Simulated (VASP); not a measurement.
Write the native input for VASP 6.6.1 that does the following.

```
Task                   : single point
Functional             : PBE
Potentials or basis    : VASP PAW PBE potentials, release 64 (W_sv, C_h)
Cutoff                 : 910 eV
k mesh                 : 18 × 18 × 14
Occupations            : gaussian, width 0.1 eV
Spin                   : no spin polarisation
Dipole correction      : no
Second run             : hard_potentials
Further INCAR settings : ALGO = Normal; EDIFF = 1e-06; NBANDS = 16
```

The structure of WC (Qusongite) lies in POSCAR:

```
WC
1.0
    2.8896855436      0.0000000000      0.0000000000
   -1.4448427718      2.5025410897      0.0000000000
    0.0000000000      0.0000000000      2.8231309607
W C
1 1
Direct
    0.0000000000      0.0000000000      0.0000000000
    0.6666666667      0.3333333333      0.5000000000
```

This cell differs from its parent crystal: volume scaled by 0.97, then relaxed in part.

The input as run:

INCAR

```
PREC = Accurate
ENCUT = 910
EDIFF = 1E-6
ISMEAR = 0
SIGMA = 0.1
LREAL = False
LASPH = True
NELM = 120
ALGO = Normal
ISIF = 2
LWAVE = False
LCHARG = False
GGA = PE
NBANDS = 16
GGA_COMPAT = False
```

KPOINTS

```
regular mesh
0
Gamma
  18 18 14
```

Potentials or basis: VASP PAW PBE potentials, release 64 (W_sv, C_h).

Run with:

```sh
$ cat potpaw_PBE.64/W_sv/POTCAR potpaw_PBE.64/C_h/POTCAR > POTCAR
$ mpirun -np 1 vasp_std > vasp.out
```

Results of the run:

```yaml
Pressure: 13.6 GPa
Band_gap_on_the_k_mesh: zero (band 9 reaches 12.27 eV, above the bottom of band 10 at 11.05 eV)
```

Caveat: the cutoff is under 1.25 times the usual one of these potentials, so pressure, stress and relaxed cells hold a basis-set (Pulay) error; spin-orbit coupling is left out, which moves the levels of the heavy elements.

Wall time 59 s on 1 thread of Intel(R) Xeon(R) 6975P-C (Granite Rapids) (shared host), peak memory 0.34 GiB.
